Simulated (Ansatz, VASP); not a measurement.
CdS in VASP and in Ansatz

File POSCAR:

```
CdS
1.0
    4.2470699643      0.0000000000      0.0000000000
   -2.1235349821      3.6780704807      0.0000000000
    0.0000000000      0.0000000000      6.6351437562
Cd S
2 2
Direct
    0.3333333333      0.6666666667     -0.0055809823
    0.6666666667      0.3333333333      0.4944190177
    0.3333333333      0.6666666667      0.3805809823
    0.6666666667      0.3333333333      0.8805809823
```

File INCAR.step1:

```
SYSTEM = CdS
ALGO = Normal ; EDIFF = 1E-4
ENCUT = 520 ; GGA = PE
ISMEAR = 0 ; LASPH = .True.
LCHARG = .False. ; LREAL = .False.
LWAVE = .True. ; NBANDS = 26
NELM = 80 ; PREC = Accurate
SIGMA = 0.01
```

INCAR.step2

```
SYSTEM = CdS
ALGO = Normal ; EDIFF = 1E-6
ENCUT = 520 ; ISIF = 2
ISMEAR = 0 ; ISTART = 1
LASPH = .True. ; LCHARG = .False.
LMIXTAU = .True. ; LREAL = .False.
LWAVE = .False. ; METAGGA = R2SCAN
NBANDS = 26 ; NELM = 80
PREC = Accurate ; SIGMA = 0.01
```

KPOINTS

```
k-points
0
Gamma
  6 6 4
  0 0 0
```

Input for Ansatz:

```yaml
crystal:
  lattice:
    - [4.24706996429, 0.0, 0.0]
    - [-2.12353498215, 3.67807048073, 0.0]
    - [0.0, 0.0, 6.63514375621]
  atoms:
    - { symbol: Cd, position: [0.333333333333, 0.666666666667, -0.005580982322] }
    - { symbol: Cd, position: [0.666666666667, 0.333333333333, 0.494419017678] }
    - { symbol: S, position: [0.333333333333, 0.666666666667, 0.380580982322] }
    - { symbol: S, position: [0.666666666667, 0.333333333333, 0.880580982322] }
kpoints:
  mp_grid: { grid: [6, 6, 4] }
scf:
  occupations: { method: fixed }
  convergence: { dr2_threshold: 1.0e-10 }
hamiltonian:
  xc: r2scan
  pseudopotentials: { kind: paw }
output:
  forces: true
  stress: true
  eigenstates:
    kpoints:
      - [0.0, 0.0, 0.0]
      - [0.0, 0.0, -0.5]
      - [-0.5, 0.0, 0.0]
      - [-0.5, 0.5, 0.0]
      - [0.0, -0.5, 0.0]
      - [-0.5, 0.0, -0.5]
      - [-0.5, 0.5, -0.5]
      - [0.0, -0.5, -0.5]
  eigenvalues: true
```

Change from the starting cell: film at in-plane strain +0.02.

Alike in both runs: task single point; functional r2SCAN; k mesh 6 × 6 × 4; no spin polarisation.

|  | VASP | Ansatz |
| --- | --- | --- |
| version | VASP 6.6.1 | Ansatz 0.2.0 |
| potentials or method | VASP PAW PBE potentials, release 64 (Cd, S) | PAW with Ansatz's default frozen-core files, scalar-relativistic |
| plane-wave cutoff (eV) | 520 | 500 |
| occupations | gaussian, width 0.01 eV | fixed |
| valence electrons in the cell | 36 | 52 |

VASP gave:

```
gap on the k mesh at the Fermi level (eV)                     : 1.56
pressure (GPa)                                                : -0.9
traceless stress, the component that is largest in VASP (GPa) : 1.20
```

Which values does Ansatz return?

gap on the k mesh at the Fermi level (eV): 1.57; pressure (GPa): -1.2; traceless stress, the component that is largest in VASP (GPa): 1.19.

VASP's potentials were made for PBE, not for r2SCAN. VASP's potentials hold 36 valence electrons a cell and Ansatz's 52, so a difference there can come from the potentials and not from the codes.
